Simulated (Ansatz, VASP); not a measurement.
**MgO in VASP and in Ansatz**

INCAR

```
PREC = Accurate ; ENCUT = 520
EDIFF = 1E-6 ; ISMEAR = 0
SIGMA = 0.1 ; LREAL = F
LASPH = T ; NELM = 80
ALGO = Normal ; ISIF = 2
LWAVE = F ; LCHARG = F
GGA = PE ; NBANDS = 16
```

File KPOINTS:

```
Automatic mesh
0
Gamma
  6 6 4
```

Contents of POSCAR:

```
MgO
1.0
    3.4863779600      0.0000000000      0.0000000000
   -1.7431889800      3.0192918800      0.0000000000
    0.0000000000      0.0000000000      4.1780414600
Mg O
2 2
Direct
    0.6666666700      0.3333333300      0.7500000000
    0.3333333300      0.6666666700      0.2500000000
    0.6666666700      0.3333333300      0.2500000000
    0.3333333300      0.6666666700      0.7500000000
```

Input for Ansatz:

```yaml
crystal:
  lattice:
    - [3.48637796, 0.0, 0.0]
    - [-1.74318898, 3.01929188, 0.0]
    - [0.0, 0.0, 4.17804146]
  atoms:
    - { symbol: Mg, position: [0.66666667, 0.33333333, 0.75] }
    - { symbol: Mg, position: [0.33333333, 0.66666667, 0.25] }
    - { symbol: O, position: [0.66666667, 0.33333333, 0.25] }
    - { symbol: O, position: [0.33333333, 0.66666667, 0.75] }
basis:
  ecutwfc: 420
kpoints:
  mp_grid: { grid: [6, 6, 4] }
hamiltonian:
  xc: pbe
scf:
  occupations: { method: gaussian, width: 0.1 }
  lower_state_search: "off"
output:
  forces: true
  stress: true
  eigenvalues: true
```

Alike in both runs: task single point; functional PBE; k mesh 6 × 6 × 4; occupations gaussian, width 0.1 eV; no spin polarisation.

```csv
,VASP,Ansatz
version,VASP 6.6.1,Ansatz 0.2.0
potentials or method,"VASP PAW PBE potentials, release 64 (Mg, O), cutoff 520 eV","scalar-relativistic, plane waves, PAW"
valence electrons in the cell,16,32
```

|  | VASP | Ansatz | Ansatz less VASP |
| --- | --- | --- | --- |
| gap on the k mesh at the Fermi level (eV) | 3.44 | 3.46 | +0.016 |
| least direct gap on the mesh (eV) | 3.44 | 3.46 | +0.016 |
| pressure (GPa) | 4.1 | 4.5 | +0.49 |
| traceless stress, the component that is largest in VASP (GPa) | 0.62 | 0.72 | +0.102 |

VASP's potentials hold 16 valence electrons a cell and Ansatz's 32, so a difference there can come from the potentials and not from the codes.
